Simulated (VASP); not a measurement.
# SrO (P6_3mc) in VASP: further runs

The runs below take SrO through single point, relaxation of cell and atoms, with r2SCAN+rVV10, r2SCAN+D4, r2SCAN.

All numbers are computed with VASP 6.6.1; they aren't measurements. Logs are shortened: lines on timing, memory, paths and dates and some standing lists are left out, and cuts for length are marked.

### Step 1. The cell of the first run

The typed cell holds 4 atoms: a = 4.256 Å, b = 4.256 Å, c = 5.128 Å, α = 90.00°, β = 90.00°, γ = 120.00°.

### Step 2. Single point, r2SCAN+rVV10

The input, POSCAR:

```
SrO
1.0
    4.2555643860     -0.0000000029      0.0000000000
   -2.1277821905      3.6854268671      0.0000000000
    0.0000000000      0.0000000000      5.1282061632
Sr O
2 2
Direct
    0.3333333333      0.6666666667      0.9377663673
    0.6666666667      0.3333333333      0.4377663673
    0.3333333333      0.6666666667      0.4372336327
    0.6666666667      0.3333333333      0.9372336327
```

The input, INCAR.step1:

```
  ALGO = Normal
  EDIFF = 1E-4
  ENCUT = 520
  GGA = PE
  ISMEAR = 0
  LASPH = T
  LCHARG = F
  LREAL = F
  LWAVE = T
  NBANDS = 24
  NELM = 60
  PREC = Accurate
  SIGMA = 0.01
```

The input, INCAR.step2:

```
  ALGO = Normal
  BPARAM = 11.95
  CPARAM = 0.0093
  EDIFF = 1E-7
  ENCUT = 520
  ISIF = 2
  ISMEAR = 0
  ISTART = 1
  IVDW_NL = 2
  LASPH = T
  LCHARG = T
  LELF = T
  LMIXTAU = T
  LREAL = F
  LUSE_VDW = T
  LVHAR = T
  LWAVE = F
  METAGGA = R2SCAN
  NBANDS = 24
  NELM = 60
  PREC = Accurate
  SIGMA = 0.01
```

The input, KPOINTS:

```
k-points
0
Gamma
  6 6 4
```

Potentials or basis: VASP PAW PBE potentials, release 64 (Sr_sv, O).

On the command line:

```
> cat potpaw_PBE.64/Sr_sv/POTCAR potpaw_PBE.64/O/POTCAR > POTCAR
> cp INCAR.step1 INCAR
> mpirun -np 1 vasp_std > vasp.out
> cp INCAR.step2 INCAR
> mpirun -np 1 vasp_std > vasp.out
```

OUTCAR:

```text
BPARAM = 11.95
   EDIFF = 1E-7
   ENCUT = 520
   ISIF = 2
   ISMEAR = 0
   ISTART = 1
   IVDW_NL = 2
   LASPH = T
   LREAL = F
   METAGGA = R2SCAN
   NELM = 60
   PREC = Accurate

 ion  position               nearest neighbor table
   1  0.333  0.667  0.938-   4 2.46   4 2.46   4 2.46   3 2.56   3 2.57   2 3.55   2 3.55   2 3.55
                             2 3.55   2 3.55   2 3.55
   2  0.667  0.333  0.438-   3 2.46   3 2.46   3 2.46   4 2.56   4 2.57   1 3.55   1 3.55   1 3.55
                             1 3.55   1 3.55   1 3.55
   3  0.333  0.667  0.437-   2 2.46   2 2.46   2 2.46   1 2.56   1 2.57
   4  0.667  0.333  0.937-   1 2.46   1 2.46   1 2.46   2 2.56   2 2.57

  LATTYP: Found a hexagonal cell.
 ALAT       =     4.2555643860
 C/A-ratio  =     1.2050589999

  Lattice vectors:

 A1 = (   4.2555643860,  -0.0000000029,   0.0000000000)
 A2 = (  -2.1277821905,   3.6854268671,   0.0000000000)
 A3 = (   0.0000000000,   0.0000000000,   5.1282061632)

Analysis of symmetry for initial positions (statically):
=====================================================================
 Subroutine PRICEL returns:
 Original cell was already a primitive cell.

 Routine SETGRP: Setting up the symmetry group for a
 hexagonal supercell.

 Subroutine GETGRP returns: Found 12 space group operations
 (whereof  6 operations were pure point group operations)
 out of a pool of 24 trial point group operations.

The static configuration has the point symmetry C_3v.
 The point group associated with its full space group is C_6v.

Analysis of symmetry for dynamics (positions and initial velocities):
=====================================================================
 Subroutine PRICEL returns:
 Original cell was already a primitive cell.

 Routine SETGRP: Setting up the symmetry group for a
 hexagonal supercell.

 Subroutine GETGRP returns: Found 12 space group operations
 (whereof  6 operations were pure point group operations)
 out of a pool of 24 trial point group operations.

The dynamic configuration has the point symmetry C_3v.
 The point group associated with its full space group is C_6v.

 Subroutine INISYM returns: Found 12 space group operations
 (whereof  6 operations are pure point group operations),
 and found     1 'primitive' translations

----------------------------------------------------------------------------------------

                                     Primitive cell

  volume of cell :      80.4286

  direct lattice vectors                    reciprocal lattice vectors
     4.255564386 -0.000000003  0.000000000     0.234986458  0.135669494  0.000000000
    -2.127782191  3.685426867  0.000000000     0.000000000  0.271338989  0.000000000
     0.000000000  0.000000000  5.128206163     0.000000000  0.000000000  0.194999961

  length of vectors
     4.255564386  4.255564386  5.128206163     0.271338989  0.271338989  0.194999961

  position of ions in fractional coordinates (direct lattice)
     0.333333333  0.666666667  0.937766367
     0.666666667  0.333333333  0.437766367
     0.333333333  0.666666667  0.437233633
     0.666666667  0.333333333  0.937233633

  ion indices of the primitive-cell ions
   primitive index   ion index
                 1           1
                 2           2
                 3           3
                 4           4

----------------------------------------------------------------------------------------

 KPOINTS: k-points

Automatic generation of k-mesh.
 Grid dimensions read from file:
 generate k-points for:    6    6    4

 Generating k-lattice:

  Cartesian coordinates                     Fractional coordinates (reciprocal lattice)
     0.039164410  0.022611582  0.000000000     0.166666667 -0.000000000  0.000000000
     0.000000000  0.045223165  0.000000000    -0.000000000  0.166666667  0.000000000
     0.000000000  0.000000000  0.048749990     0.000000000  0.000000000  0.250000000

  Length of vectors
     0.045223165  0.045223165  0.048749990

  Shift w.r.t. Gamma in fractional coordinates (k-lattice)
     0.000000000  0.000000000  0.000000000

 Subroutine IBZKPT returns following result:
 ===========================================

 Found     21 irreducible k-points:

 Following reciprocal coordinates:
            Coordinates               Weight
  0.000000  0.000000  0.000000      1.000000
  0.166667 -0.000000  0.000000      6.000000
  0.333333  0.000000  0.000000      6.000000
  0.500000  0.000000  0.000000      3.000000
  0.166667  0.166667  0.000000      6.000000
  0.333333  0.166667  0.000000     12.000000
[... 13 lines left out ...]
  0.333333  0.166667  0.500000     12.000000
  0.333333  0.333333  0.500000      2.000000
   k-points           NKPTS =     21   k-points in BZ     NKDIM =     21   number of bands    NBANDS=     24
   number of dos      NEDOS =    301   number of ions     NIONS =      4
   total plane-waves  NPLWV =  40960
   dimension x,y,z NGX =    32 NGY =   32 NGZ =   40
   dimension x,y,z NGXF=    64 NGYF=   64 NGZF=   80
   ions per type =               2   2
   NGX,Y,Z   is equivalent  to a cutoff of  12.50, 12.50, 12.97 a.u.
   NGXF,Y,Z  is equivalent  to a cutoff of  25.00, 25.00, 25.93 a.u.
 SYSTEM =  unknown system
   PREC   = accura    normal or accurate (medium, high low for compatibility)
   ISTART =      1    job   : 0-new  1-cont  2-samecut
   ICHARG =      0    charge: 1-file 2-atom 10-const
   ISPIN  =      1    spin polarized calculation?
   LNONCOLLINEAR =      F non collinear calculations
   LSORBIT =      F    spin-orbit coupling
   LASPH  =      T    aspherical Exc in radial PAW
   ENCUT  =  520.0 eV  38.22 Ry    6.18 a.u.   7.91  7.91  9.54*2*pi/ulx,y,z
   NELM   =     60;   NELMIN=  2; NELMDL=  0     # of ELM steps
   EDIFF  = 0.1E-06   stopping-criterion for ELM
   LREAL  =      F    real-space projection
   EDIFFG = 0.1E-05   stopping-criterion for IOM
   NSW    =      0    number of steps for IOM
   IBRION =     -1    ionic relax: 0-MD 1-quasi-New 2-CG
   NFREE  =      0    steps in history (QN), initial steepest desc. (CG)
   ISIF   =      2    stress and relaxation
   ISYM   =      2    0-nonsym 1-usesym 2-fastsym
   POTIM  = 0.5000    time-step for ionic-motion
   TEBEG  =    0.0;   TEEND  =   0.0 temperature during run
   PSTRESS=    0.0 pullay stress
   NELECT =      32.0000    total number of electrons
   NUPDOWN=      -1.0000    fix difference up-down
   EMIN   =  10.00;   EMAX   =-10.00  energy-range for DOS
   EFERMI =   0.00;   METHOD = LEGACY
   ISMEAR =     0;   SIGMA  =   0.01  broadening in eV -4-tet -1-fermi 0-gaus
   EFERMI_NEDOS =   21; number of points for ismear=-14 and -15
   IALGO  =     38    algorithm
   IMIX   =      4    mixing-type and parameters
     AMIX     =   0.40;   BMIX     =  1.00
     AMIX_MAG =   1.60;   BMIX_MAG =  1.00
  volume/ion in A,a.u.               =      20.11       135.69
  Fermi-wavevector in a.u.,A,eV,Ry     =   1.204078  2.275378 19.725784  1.449804
  Thomas-Fermi vector in A             =   2.339813
   LORBIT       =      0    0 simple, 1 ext, 2 COOP (PROOUT), +10 PAW based schemes
   METAGGA = R2SCAN    functional components
   LHFCALC =     F    Hartree Fock is set to
   AEXX    =    0.0000 exact exchange contribution
   IVDW_NL    =     2    kernel type
   BPARAM     =11.9500
   IVDW    =     0    specifies the selected vdW correction
   LEPSILON=     F    determine dielectric tensor
   LRPA    =     F    only Hartree local field effects (RPA)
 non-spin polarized calculation
 Gauss-broadening in eV      SIGMA  =   0.01
  energy-cutoff  :      520.00
  volume of cell :       80.43
 maximum number of plane-waves:      2181
 NGX is ok and might be reduce to    32
   NGX = 15   NGY = 15   NGZ = 19

 number of electron      32.0000009 magnetization

 Free energy of the ion-electron system (eV)
  ---------------------------------------------------
  ext. energy  EPLUGINS =         0.00000000
  ---------------------------------------------------
  free energy    TOTEN  =       -52.87996194 eV

  energy without entropy =      -52.87996194  energy(sigma->0) =      -52.87996194

 E-fermi :   0.5975     XC(G=0):  -9.6095

 val. band max:        0.4624531664   @ k =   0.0000   0.0000   0.0000
 cond. band min:       3.4042145011   @ k =   0.0000   0.0000   0.0000
 fundamental gap:      2.9417613347
 Fermi energy:         0.5975119188

 k-point     1 :       0.0000    0.0000    0.0000
  band No.  band energies     occupation
      1     -32.9286      2.00000
      2     -32.7496      2.00000
      3     -15.5537      2.00000
      4     -15.5306      2.00000
      5     -14.8644      2.00000
      6     -14.4502      2.00000
[... 16 lines left out ...]
     23       9.7121      0.00000
     24       9.7394      0.00000

 k-point     2 :       0.1667   -0.0000    0.0000
  band No.  band energies     occupation
      1     -32.9130      2.00000
      2     -32.7551      2.00000
      3     -15.8923      2.00000
      4     -15.8299      2.00000
      5     -14.8079      2.00000
      6     -14.4893      2.00000
[... 16 lines left out ...]
     23       9.6165      0.00000
     24       9.6941      0.00000

 k-point     3 :       0.3333    0.0000    0.0000
  band No.  band energies     occupation
      1     -32.8757      2.00000
      2     -32.7722      2.00000
      3     -16.3176      2.00000
      4     -16.2422      2.00000
      5     -14.6632      2.00000
      6     -14.5601      2.00000
[... 16 lines left out ...]
     23       9.3828      0.00000
     24       9.9833      0.00000
[... 433 lines left out ...]
 k-point    20 :       0.3333    0.1667    0.5000
  band No.  band energies     occupation
      1     -32.8168      2.00000
      2     -32.8168      2.00000
      3     -16.8044      2.00000
      4     -16.8044      2.00000
      5     -14.4235      2.00000
      6     -14.4235      2.00000
[... 16 lines left out ...]
     23      10.3212      0.00000
     24      10.3212      0.00000

 k-point    21 :       0.3333    0.3333    0.5000
  band No.  band energies     occupation
      1     -32.8141      2.00000
      2     -32.8141      2.00000
      3     -16.8608      2.00000
      4     -16.8608      2.00000
      5     -14.4770      2.00000
      6     -14.4770      2.00000
[... 16 lines left out ...]
     23      10.4886      0.00000
     24      10.4886      0.00000

------------------------ aborting loop because EDIFF is reached ----------------------------------------

  FORCE on cell =-STRESS in cart. coord.  units (eV):
  Direction    XX          YY          ZZ          XY          YZ          ZX
  --------------------------------------------------------------------------------------
  -------------------------------------------------------------------------------------
  Total        0.2626997      0.2626997      0.2929355     -0.0000000      0.0000000      0.0000000
  in kB        5.2331083      5.2331083      5.8354211     -0.0000000      0.0000000      0.0000000
  external PRESSURE =       5.4338792 kB  Pullay stress =       0.0000000 kB

 VOLUME and BASIS-vectors are now :
 -----------------------------------------------------------------------------
  energy-cutoff  :      520.00
  volume of cell :       80.43
      direct lattice vectors                 reciprocal lattice vectors
     4.255564386 -0.000000003  0.000000000     0.234986458  0.135669494  0.000000000
    -2.127782191  3.685426867  0.000000000     0.000000000  0.271338989  0.000000000
     0.000000000  0.000000000  5.128206163     0.000000000  0.000000000  0.194999961

 POSITION                                       TOTAL-FORCE (eV/Angst)
 -----------------------------------------------------------------------------------
      0.00000      2.45695      4.80906        -0.000000      0.000000     -0.007419
      2.12778      1.22848      2.24496         0.000000      0.000000     -0.007419
      0.00000      2.45695      2.24222        -0.000000     -0.000000      0.007419
      2.12778      1.22848      4.80633         0.000000     -0.000000      0.007419
 -----------------------------------------------------------------------------------
    total drift:                               -0.000000      0.000000      0.000370

  FREE ENERGIE OF THE ION-ELECTRON SYSTEM (eV)
  ---------------------------------------------------
  free  energy   TOTEN  =       -52.8799619363 eV

  energy  without entropy=      -52.8799619363  energy(sigma->0) =      -52.87996194
```

Wall time 7 min (1 thread of Intel Xeon 8259CL, shared host); peak memory 0.38 GiB.

What came out:

```yaml
Free_energy: -52.8800 eV
Pressure: 0.5 GPa
Largest_force: 0.007 eV/Å
Band_gap_on_the_k_mesh: 2.94 eV
```

Forces on the atoms (eV/Å):
```
Sr   0.000  0.000 -0.007
Sr   0.000  0.000 -0.007
O    0.000  0.000  0.007
O    0.000  0.000  0.007
```

Levels at points of the mesh, in eV from the valence-band top:
```tsv
k point	band 12	band 13	band 14	band 15	band 16	band 17	band 18	band 19	band 20	band 21
(0.00, 0.00, 0.00)	-1.08	-0.90	-0.90	-0.31	0.00	2.94	6.75	6.75	7.70	8.84
(0.50, 0.00, 0.00)	-0.85	-0.36	-0.34	-0.33	-0.27	4.56	5.21	5.61	7.89	8.68
(0.00, 0.00, 0.50)	-1.25	-1.10	-1.10	-1.10	-1.10	4.65	4.65	8.53	8.53	8.53
(0.50, 0.00, 0.50)	-1.62	-0.91	-0.91	-0.43	-0.43	5.23	5.23	8.02	8.02	8.81
```

Caveat: the PAW data sets were made with another functional, which shifts forces and pressure a little.

(Continued in part 2 of 3.)
